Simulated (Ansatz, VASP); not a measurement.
HfH2 in VASP and in Ansatz

```
CELL_PARAMETERS angstrom
-1.71731 1.71731 2.10526
1.71731 -1.71731 2.10526
1.71731 1.71731 -2.10526
ATOMIC_POSITIONS crystal
Hf 0.00000 0.00000 0.00000
H 0.75000 0.25000 0.50000
H 0.25000 0.75000 0.50000
```

Alike in both runs: functional LDA; k mesh 8 × 8 × 8; occupations gaussian, width 0.1 eV; no spin polarisation.

Ansatz relaxed the structure, and its values are those at the end. VASP's run is a single point on that final structure, the one shown.

|  | VASP | Ansatz |
| --- | --- | --- |
| version | VASP 6.6.1 | Ansatz 0.2.0 |
| potentials or method | VASP PAW LDA potentials, release 64 (Hf_pv, H), cutoff 520 eV | scalar-relativistic, plane waves, PAW |
| valence electrons in the cell | 12 | 28 |

```tsv
	VASP	Ansatz	Ansatz less VASP
gap on the k mesh at the Fermi level (eV)	none	none	-
pressure (GPa)	0.1	0.1	+0.06
```

LDA's correlation is that of Perdew and Zunger in VASP and of Perdew and Wang (1992) in Ansatz. A gap of «none» marks a metal or a gap that the smearing closes. VASP's potentials hold 12 valence electrons a cell and Ansatz's 28, so a difference there can come from the potentials and not from the codes.

Neither program's run includes spin-orbit coupling.
